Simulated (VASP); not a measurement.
**Ge: single point with PBE**

The system is Ge.

```xyz
2
Lattice="0.0000 2.7943 2.7943 2.7943 0.0000 2.7943 2.7943 2.7943 0.0000" Properties=species:S:1:pos:R:3 pbc="T T T"
Ge    0.0000    0.0000    0.0000
Ge    1.3972    1.3972    1.3972
```

This cell differs from its parent crystal: strain -1.5%.

```json
{
  "Program": "VASP 6.6.1",
  "Task": "single point",
  "Functional": "PBE",
  "Potentials or basis": "VASP PAW PBE potentials, release 64 (Ge_d)",
  "Cutoff": "520 eV",
  "k mesh": "8 × 8 × 8",
  "Occupations": "fermi-dirac, width 0.02 eV",
  "Spin": "no spin polarisation",
  "Dipole correction": "no",
  "Further INCAR settings": "ALGO = Normal; EDIFF = 1e-07; NBANDS = 21"
}
```

The pressure is 6.6 GPa and the band gap on the k mesh is 0.30 eV, indirect (least direct gap 0.38 eV).

Levels at points of the mesh, in eV from the valence-band top:
| k point | band 10 | band 11 | band 12 | band 13 | band 14 | band 15 | band 16 | band 17 | band 18 | band 19 |
| --- | --- | --- | --- | --- | --- | --- | --- | --- | --- | --- |
| (0.00, 0.00, 0.00) | -24.58 | -13.06 | 0.00 | 0.00 | 0.00 | 0.38 | 2.57 | 2.57 | 2.57 | 6.51 |
| (0.50, 0.00, 0.00) | -24.56 | -10.88 | -7.77 | -1.46 | -1.46 | 0.30 | 3.77 | 3.77 | 7.15 | 10.81 |
| (0.50, 0.50, 0.00) | -24.54 | -9.03 | -9.03 | -3.21 | -3.21 | 0.70 | 0.70 | 9.83 | 9.83 | 11.99 |

Run time: 21 s on 1 thread of Intel(R) Xeon(R) Platinum 8375C CPU @ 2.90GHz (Ice Lake), on a shared host, peak memory 0.17 GiB.

Caveat: the cell differs from its parent crystal (strain -1.5%). A k mesh can miss the band edges.
